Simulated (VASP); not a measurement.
# NbC (Fm-3m) in VASP: a series of runs

The runs below take NbC through single point, relaxation of cell and atoms, with PBE.

Program: VASP 6.6.1. These are calculated values, not measurements. Logs are shortened: lines on timing, memory, paths and dates and some standing lists are left out, and cuts for length are marked.

## 1. The cell of the first run

The structure is cubic, space group Fm-3m (No. 225). The conventional cell has a = 4.400 Å, b = 4.400 Å, c = 4.400 Å, α = 90.00°, β = 90.00°, γ = 90.00°. Nb (site symmetry m-3m) has 6 C at 2.20 Å within 2.9 Å. C (site symmetry m-3m) has 6 Nb at 2.20 Å within 2.9 Å.

## 2. Single point, PBE

File INCAR:

```
SYSTEM = NbC
  PREC = Accurate
  ENCUT = 600
  EDIFF = 1E-6
  ISMEAR = 0
  SIGMA = 0.1
  LREAL = .False.
  LASPH = .True.
  NELM = 120
  ALGO = Normal
  ISIF = 2
  LWAVE = .False.
  LCHARG = .True.
  GGA = PE
  LELF = .True.
  LVHAR = .True.
  NBANDS = 16
  GGA_COMPAT = .False.
```

File KPOINTS:

```
Automatic mesh
0
Gamma
  6 6 6
  0 0 0
```

File POSCAR:

```
NbC
1.0
    0.0000000000      2.2000000000      2.2000000000
    2.2000000000      0.0000000000      2.2000000000
    2.2000000000      2.2000000000      0.0000000000
Nb C
1 1
Direct
    0.0000000000      0.0000000000      0.0000000000
    0.5000000000      0.5000000000      0.5000000000
```

Potentials or basis: VASP PAW PBE potentials, release 64 (Nb_sv, C).

Launch:

```console
> cat potpaw_PBE.64/Nb_sv/POTCAR potpaw_PBE.64/C/POTCAR > POTCAR
> mpirun -np 1 vasp_std > vasp.out
```

OUTCAR:

```text
SYSTEM = NbC
   PREC = Accurate
   ENCUT = 600
   EDIFF = 1E-6
   ISMEAR = 0
   LREAL = .False.
   LASPH = .True.
   NELM = 120
   ISIF = 2
   GGA = PE

 ion  position               nearest neighbor table
   1  0.000  0.000  0.000-   2 2.20   2 2.20   2 2.20   2 2.20   2 2.20   2 2.20
   2  0.500  0.500  0.500-   1 2.20   1 2.20   1 2.20   1 2.20   1 2.20   1 2.20

  LATTYP: Found a face centered cubic cell.
 ALAT       =     4.4000000000

  Lattice vectors:

 A1 = (   0.0000000000,   2.2000000000,   2.2000000000)
 A2 = (   2.2000000000,   0.0000000000,   2.2000000000)
 A3 = (   2.2000000000,   2.2000000000,   0.0000000000)

Analysis of symmetry for initial positions (statically):
[... 33 lines left out ...]
                                     Primitive cell

  volume of cell :      21.2960

  direct lattice vectors                    reciprocal lattice vectors
     0.000000000  2.200000000  2.200000000    -0.227272727  0.227272727  0.227272727
     2.200000000  0.000000000  2.200000000     0.227272727 -0.227272727  0.227272727
     2.200000000  2.200000000  0.000000000     0.227272727  0.227272727 -0.227272727

  length of vectors
     3.111269837  3.111269837  3.111269837     0.393647911  0.393647911  0.393647911

  position of ions in fractional coordinates (direct lattice)
     0.000000000  0.000000000  0.000000000
     0.500000000  0.500000000  0.500000000

  ion indices of the primitive-cell ions
   primitive index   ion index
                 1           1
                 2           2

----------------------------------------------------------------------------------------

 KPOINTS: Automatic mesh

Automatic generation of k-mesh.
 Grid dimensions read from file:
 generate k-points for:    6    6    6

 Generating k-lattice:

  Cartesian coordinates                     Fractional coordinates (reciprocal lattice)
    -0.037878788  0.037878788  0.037878788     0.166666667  0.000000000  0.000000000
     0.037878788 -0.037878788  0.037878788     0.000000000  0.166666667  0.000000000
     0.037878788  0.037878788 -0.037878788     0.000000000  0.000000000  0.166666667

  Length of vectors
     0.065607985  0.065607985  0.065607985

  Shift w.r.t. Gamma in fractional coordinates (k-lattice)
     0.000000000  0.000000000  0.000000000

 Subroutine IBZKPT returns following result:
 ===========================================

 Found     16 irreducible k-points:

 Following reciprocal coordinates:
            Coordinates               Weight
  0.000000  0.000000  0.000000      1.000000
  0.166667  0.000000  0.000000      8.000000
  0.333333  0.000000  0.000000      8.000000
  0.500000  0.000000  0.000000      4.000000
  0.166667  0.166667  0.000000      6.000000
  0.333333  0.166667  0.000000     24.000000
[... 8 lines left out ...]
 -0.333333  0.333333  0.166667     24.000000
 -0.333333  0.500000  0.166667     12.000000
   k-points           NKPTS =     16   k-points in BZ     NKDIM =     16   number of bands    NBANDS=     16
   number of dos      NEDOS =    301   number of ions     NIONS =      2
   total plane-waves  NPLWV =  21952
   dimension x,y,z NGX =    28 NGY =   28 NGZ =   28
   dimension x,y,z NGXF=    56 NGYF=   56 NGZF=   56
   ions per type =               1   1
   NGX,Y,Z   is equivalent  to a cutoff of  14.96, 14.96, 14.96 a.u.
   NGXF,Y,Z  is equivalent  to a cutoff of  29.92, 29.92, 29.92 a.u.
 SYSTEM =  NbC
   PREC   = accura    normal or accurate (medium, high low for compatibility)
   ISTART =      0    job   : 0-new  1-cont  2-samecut
   ICHARG =      2    charge: 1-file 2-atom 10-const
   ISPIN  =      1    spin polarized calculation?
   LNONCOLLINEAR =      F non collinear calculations
   LSORBIT =      F    spin-orbit coupling
   LASPH  =      T    aspherical Exc in radial PAW
   ENCUT  =  600.0 eV  44.10 Ry    6.64 a.u.   6.21  6.21  6.21*2*pi/ulx,y,z
   NELM   =    120;   NELMIN=  2; NELMDL= -5     # of ELM steps
   EDIFF  = 0.1E-05   stopping-criterion for ELM
   LREAL  =      F    real-space projection
   EDIFFG = 0.1E-04   stopping-criterion for IOM
   NSW    =      0    number of steps for IOM
   IBRION =     -1    ionic relax: 0-MD 1-quasi-New 2-CG
   NFREE  =      0    steps in history (QN), initial steepest desc. (CG)
   ISIF   =      2    stress and relaxation
   ISYM   =      2    0-nonsym 1-usesym 2-fastsym
   POTIM  = 0.5000    time-step for ionic-motion
   TEBEG  =    0.0;   TEEND  =   0.0 temperature during run
   PSTRESS=    0.0 pullay stress
   NELECT =      17.0000    total number of electrons
   NUPDOWN=      -1.0000    fix difference up-down
   EMIN   =  10.00;   EMAX   =-10.00  energy-range for DOS
   EFERMI =   0.00;   METHOD = LEGACY
   ISMEAR =     0;   SIGMA  =   0.10  broadening in eV -4-tet -1-fermi 0-gaus
   EFERMI_NEDOS =   21; number of points for ismear=-14 and -15
   IALGO  =     38    algorithm
   IMIX   =      4    mixing-type and parameters
     AMIX     =   0.40;   BMIX     =  1.00
     AMIX_MAG =   1.60;   BMIX_MAG =  1.00
  volume/ion in A,a.u.               =      10.65        71.86
  Fermi-wavevector in a.u.,A,eV,Ry     =   1.518653  2.869837 31.379197  2.306306
  Thomas-Fermi vector in A             =   2.627744
   LORBIT       =      0    0 simple, 1 ext, 2 COOP (PROOUT), +10 PAW based schemes
   GGA     = PE    functional components
   LHFCALC =     F    Hartree Fock is set to
   AEXX    =    0.0000 exact exchange contribution
   IVDW    =     0    specifies the selected vdW correction
   LEPSILON=     F    determine dielectric tensor
   LRPA    =     F    only Hartree local field effects (RPA)
 non-spin polarized calculation
 Gauss-broadening in eV      SIGMA  =   0.10
  energy-cutoff  :      600.00
  volume of cell :       21.30
 maximum number of plane-waves:       725
 NGX is ok and might be reduce to    28
   NGX = 13   NGY = 13   NGZ = 13

 number of electron      17.0000000 magnetization

 Free energy of the ion-electron system (eV)
  ---------------------------------------------------
  ext. energy  EPLUGINS =         0.00000000
  ---------------------------------------------------
  free energy    TOTEN  =       -20.50085112 eV

  energy without entropy =      -20.49471586  energy(sigma->0) =      -20.49778349

 E-fermi :  13.2427     XC(G=0): -13.3380

 val. band max:       13.2277763714   @ k =   0.5000   0.3333   0.1667
 cond. band min:      13.5415772852   @ k =  -0.3333   0.5000   0.1667
 fundamental gap:      0.3138009138
 Fermi energy:        13.2426651441

 k-point     1 :       0.0000    0.0000    0.0000
  band No.  band energies     occupation
      1     -42.3712      2.00000
      2     -18.0402      2.00000
      3     -18.0402      2.00000
      4     -18.0402      2.00000
      5      -0.4318      2.00000
      6      11.9032      2.00000
[... 8 lines left out ...]
     15      23.2833      0.00000
     16      36.3404      0.00000

 k-point     2 :       0.1667    0.0000    0.0000
  band No.  band energies     occupation
      1     -42.3385      2.00000
      2     -18.3043      2.00000
      3     -18.0642      2.00000
      4     -18.0642      2.00000
      5       0.2919      2.00000
      6       9.8098      2.00000
[... 8 lines left out ...]
     15      24.8934      0.00000
     16      32.9211      0.00000

 k-point     3 :       0.3333    0.0000    0.0000
  band No.  band energies     occupation
      1     -42.2722      2.00000
      2     -18.8024      2.00000
      3     -18.1117      2.00000
      4     -18.1117      2.00000
      5       2.0274      2.00000
      6       7.1345      2.00000
[... 8 lines left out ...]
     15      27.4744      0.00000
     16      28.6427      0.00000

 k-point     4 :       0.5000    0.0000    0.0000
  band No.  band energies     occupation
      1     -42.2387      2.00000
      2     -19.0387      2.00000
      3     -18.1352      2.00000
      4     -18.1352      2.00000
      5       3.4994      2.00000
      6       5.4274      2.00000
[... 8 lines left out ...]
     15      26.0925      0.00000
     16      26.0925      0.00000

 k-point     5 :       0.1667    0.1667    0.0000
  band No.  band energies     occupation
      1     -42.3276      2.00000
      2     -18.2824      2.00000
      3     -18.1258      2.00000
      4     -18.1258      2.00000
      5       0.4385      2.00000
      6       8.8165      2.00000
[... 8 lines left out ...]
     15      25.4885      0.00000
     16      32.2710      0.00000

 k-point     6 :       0.3333    0.1667    0.0000
  band No.  band energies     occupation
      1     -42.2724      2.00000
      2     -18.6476      2.00000
      3     -18.1920      2.00000
      4     -18.1884      2.00000
      5       1.4974      2.00000
      6       7.4283      2.00000
[... 8 lines left out ...]
     15      27.2447      0.00000
     16      29.2959      0.00000
[... 115 lines left out ...]
 k-point    13 :       0.5000    0.5000    0.0000
  band No.  band energies     occupation
      1     -42.1949      2.00000
      2     -18.9115      2.00000
      3     -18.3787      2.00000
      4     -18.3787      2.00000
      5       0.8642      2.00000
      6       8.8540      2.00000
[... 8 lines left out ...]
     15      25.7722      0.00000
     16      31.9813      0.00000

 k-point    14 :       0.5000    0.3333    0.1667
  band No.  band energies     occupation
      1     -42.2281      2.00000
      2     -18.7629      2.00000
      3     -18.4197      2.00000
      4     -18.2308      2.00000
      5       1.9243      2.00000
      6       7.3347      2.00000
[... 8 lines left out ...]
     15      27.0442      0.00000
     16      27.0932      0.00000

 k-point    15 :      -0.3333    0.3333    0.1667
  band No.  band energies     occupation
      1     -42.2058      2.00000
      2     -18.7927      2.00000
      3     -18.5252      2.00000
      4     -18.2884      2.00000
      5       2.1113      2.00000
      6       7.3214      2.00000
[... 8 lines left out ...]
     15      27.1071      0.00000
     16      27.6236      0.00000

 k-point    16 :      -0.3333    0.5000    0.1667
  band No.  band energies     occupation
      1     -42.1948      2.00000
      2     -18.7820      2.00000
      3     -18.5157      2.00000
      4     -18.3946      2.00000
      5       1.4982      2.00000
      6       8.6886      2.00000
[... 8 lines left out ...]
     15      26.1667      0.00000
     16      28.2848      0.00000

------------------------ aborting loop because EDIFF is reached ----------------------------------------

  FORCE on cell =-STRESS in cart. coord.  units (eV):
  Direction    XX          YY          ZZ          XY          YZ          ZX
  --------------------------------------------------------------------------------------
  -------------------------------------------------------------------------------------
  Total        2.4404507      2.4404507      2.4404507     -0.0000000     -0.0000000      0.0000000
  in kB      183.6041899    183.6041899    183.6041899     -0.0000000     -0.0000000      0.0000000
  external PRESSURE =     183.6041899 kB  Pullay stress =       0.0000000 kB

 VOLUME and BASIS-vectors are now :
 -----------------------------------------------------------------------------
  energy-cutoff  :      600.00
  volume of cell :       21.30
      direct lattice vectors                 reciprocal lattice vectors
     0.000000000  2.200000000  2.200000000    -0.227272727  0.227272727  0.227272727
     2.200000000  0.000000000  2.200000000     0.227272727 -0.227272727  0.227272727
     2.200000000  2.200000000  0.000000000     0.227272727  0.227272727 -0.227272727

 POSITION                                       TOTAL-FORCE (eV/Angst)
 -----------------------------------------------------------------------------------
      0.00000      0.00000      0.00000         0.000000      0.000000      0.000000
      2.20000      2.20000      2.20000         0.000000     -0.000000      0.000000
 -----------------------------------------------------------------------------------
    total drift:                               -0.000000      0.000000      0.000000

  FREE ENERGIE OF THE ION-ELECTRON SYSTEM (eV)
  ---------------------------------------------------
  free  energy   TOTEN  =       -20.5008511233 eV

  energy  without entropy=      -20.4947158570  energy(sigma->0) =      -20.49778349
```

Wall time 21 s (1 thread of Intel Xeon 8259CL, shared host); peak memory 0.15 GiB.

Results:

```yaml
Free_energy: -20.5009 eV
Pressure: 18.4 GPa
```

Levels at points of the mesh, in eV from the Fermi level:
```tsv
k point	band 5	band 6	band 7	band 8	band 9	band 10	band 11	band 12	band 13	band 14
(0.00, 0.00, 0.00)	-13.67	-1.34	-1.34	-1.34	-0.25	-0.25	-0.25	0.45	0.45	8.21
(0.50, 0.00, 0.00)	-9.74	-7.82	-5.34	-5.34	2.37	2.37	3.87	5.96	9.50	9.50
(0.50, 0.50, 0.00)	-12.38	-4.39	-3.81	-1.30	-1.30	2.21	3.55	3.55	7.09	10.68
```

Caveat: the k points lie up to 0.41 Å⁻¹ apart.

## 3. Single point, PBE

This run uses another cell than the first one, of 11.26 Å³/atom, 1.058 times its volume.

File INCAR:

```
PREC = Accurate
ENCUT = 600
EDIFF = 1E-6
ISMEAR = 0
SIGMA = 0.1
LREAL = False
LASPH = True
NELM = 120
ALGO = Normal
ISIF = 2
LWAVE = False
LCHARG = True
GGA = PE
LELF = True
LVHAR = True
NBANDS = 16
GGA_COMPAT = False
```

File KPOINTS:

```
Automatic mesh
0
Gamma
  6 6 6
```

File POSCAR:

```
NbC
1.0
    0.0000000000      2.2414017361      2.2414017361
    2.2414017361      0.0000000000      2.2414017361
    2.2414017361      2.2414017361      0.0000000000
Nb C
1 1
Direct
    0.0000000000      0.0000000000      0.0000000000
    0.5000000000      0.5000000000      0.5000000000
```

Potentials or basis: VASP PAW PBE potentials, release 64 (Nb_sv, C).

Launch:

```console
> cat potpaw_PBE.64/Nb_sv/POTCAR potpaw_PBE.64/C/POTCAR > POTCAR
> mpirun -np 1 vasp_std > vasp.out
```

OUTCAR:

```text
PREC = Accurate
   ENCUT = 600
   EDIFF = 1E-6
   ISMEAR = 0
   LREAL = False
   LASPH = True
   NELM = 120
   ISIF = 2
   GGA = PE

 ion  position               nearest neighbor table
   1  0.000  0.000  0.000-   2 2.24   2 2.24   2 2.24   2 2.24   2 2.24   2 2.24
   2  0.500  0.500  0.500-   1 2.24   1 2.24   1 2.24   1 2.24   1 2.24   1 2.24

  LATTYP: Found a face centered cubic cell.
 ALAT       =     4.4828034722

  Lattice vectors:

 A1 = (   0.0000000000,   2.2414017361,   2.2414017361)
[... 480 lines left out ...]
------------------------ aborting loop because EDIFF is reached ----------------------------------------

  FORCE on cell =-STRESS in cart. coord.  units (eV):
  Direction    XX          YY          ZZ          XY          YZ          ZX
  --------------------------------------------------------------------------------------
  -------------------------------------------------------------------------------------
  Total       -0.0722750     -0.0722750     -0.0722750      0.0000000      0.0000000     -0.0000000
  in kB       -5.1417306     -5.1417306     -5.1417306      0.0000000      0.0000000     -0.0000000
  external PRESSURE =      -5.1417306 kB  Pullay stress =       0.0000000 kB

 VOLUME and BASIS-vectors are now :
 -----------------------------------------------------------------------------
  energy-cutoff  :      600.00
  volume of cell :       22.52
      direct lattice vectors                 reciprocal lattice vectors
     0.000000000  2.241401736  2.241401736    -0.223074691  0.223074691  0.223074691
     2.241401736  0.000000000  2.241401736     0.223074691 -0.223074691  0.223074691
     2.241401736  2.241401736  0.000000000     0.223074691  0.223074691 -0.223074691

 POSITION                                       TOTAL-FORCE (eV/Angst)
 -----------------------------------------------------------------------------------
      0.00000      0.00000      0.00000         0.000000     -0.000000     -0.000000
      2.24140      2.24140      2.24140        -0.000000      0.000000      0.000000
 -----------------------------------------------------------------------------------
    total drift:                               -0.000000      0.000000      0.000000

  FREE ENERGIE OF THE ION-ELECTRON SYSTEM (eV)
  ---------------------------------------------------
  free  energy   TOTEN  =       -20.5675845777 eV

  energy  without entropy=      -20.5614353805  energy(sigma->0) =      -20.56450998
```

Wall time 21 s (1 thread of Intel Xeon 8259CL, shared host); peak memory 0.16 GiB.

Results:

- Free energy: -20.5676 eV
- Pressure: -0.5 GPa

Caveat: the k points lie up to 0.40 Å⁻¹ apart.

## 4. Relaxation of cell and atoms, PBE

File INCAR:

```
SYSTEM = NbC
PREC = Accurate
ENCUT = 600
EDIFF = 1E-7
ISMEAR = 0
SIGMA = 0.1
LREAL = .FALSE.
LASPH = .TRUE.
NELM = 120
ALGO = Normal
ISIF = 3
LWAVE = .FALSE.
LCHARG = .FALSE.
GGA = PE
IBRION = 2
NSW = 60
EDIFFG = -0.04
GGA_COMPAT = .FALSE.
NELMIN = 4
```

File KPOINTS:

```
Automatic mesh
0
G
  6 6 6
  0 0 0
```

File POSCAR:

```
NbC
1.0
    0.0000000000      2.2000000000      2.2000000000
    2.2000000000      0.0000000000      2.2000000000
    2.2000000000      2.2000000000      0.0000000000
Nb C
1 1
Direct
    0.0000000000      0.0000000000      0.0000000000
    0.5000000000      0.5000000000      0.5000000000
```

Launch:

```console
> cat potpaw_PBE.64/Nb_sv/POTCAR potpaw_PBE.64/C/POTCAR > POTCAR
> mpirun -np 1 vasp_std > vasp.out
```

Run time: 69 s. Hardware: 1 thread of Intel Xeon 8259CL, shared host; peak memory 0.16 GiB.

Results (log left out):

- Free energy: -20.5662 eV
- Relaxed volume: 11.25 Å³/atom
- Relaxed cell: a = 3.169 Å, b = 3.169 Å, c = 3.169 Å, α = 60.00°, β = 60.00°, γ = 60.00°
- Space group after relaxing (to 0.05 Å): Fm-3m (No. 225)
- Energy gained by relaxing: 32.7 meV/atom
- Ionic steps: 4
- Pressure after relaxing: 0.0 GPa

The path:
```
step  energy change (eV)  largest force (eV/Å)  pressure (GPa)  volume (Å³)
   1              0.0000                0.0000           18.37        21.30
   2              0.1990                0.0000          -27.36        25.28
   3             -0.0653                0.0000           -0.65        22.54
   4             -0.0654                0.0000           -0.04        22.50
```

Final structure:
```
Nb C
1.0
     0.00000    2.24054    2.24054
     2.24054    0.00000    2.24054
     2.24054    2.24054    0.00000
Nb C
1 1
Direct
  0.00000 0.00000 0.00000
  0.50000 0.50000 0.50000
```

Levels at points of the mesh, in eV from the Fermi level:
```
           k point  band 7  band 8  band 9  band 10  band 11  band 12
(0.00, 0.00, 0.00)   -1.25   -1.25   -0.21    -0.21    -0.21     0.39
(0.50, 0.00, 0.00)   -5.05   -5.05    2.16     2.16     3.56     5.80
(0.50, 0.50, 0.00)   -3.83   -1.30   -1.30     2.01     3.24     3.24
```

Caveat: the k points lie up to 0.40 Å⁻¹ apart in the final cell.

## 5. Overview

| task | cell | gap on the mesh (eV) | pressure (GPa) |
| --- | --- | --- | --- |
| single point | a = 3.111 Å, angles 60.0°, 2 atoms | none | 18.4 |
| single point | a = 3.170 Å, angles 60.0°, 2 atoms | none | -0.5 |
| relaxation of cell and atoms | relaxed from a = 3.111 Å, angles 60.0°, 2 atoms | none | 0.0 |

Alike in all rows: level PBE; potentials or basis VASP PAW PBE potentials, release 64 (Nb_sv, C); no spin polarisation; k mesh 6 × 6 × 6; cutoff (eV) 600; smearing gaussian 0.1 eV.

Caveats: all runs use coarse meshes.

Total energies depend on the potentials used, so only differences within one code and one set of settings carry meaning.
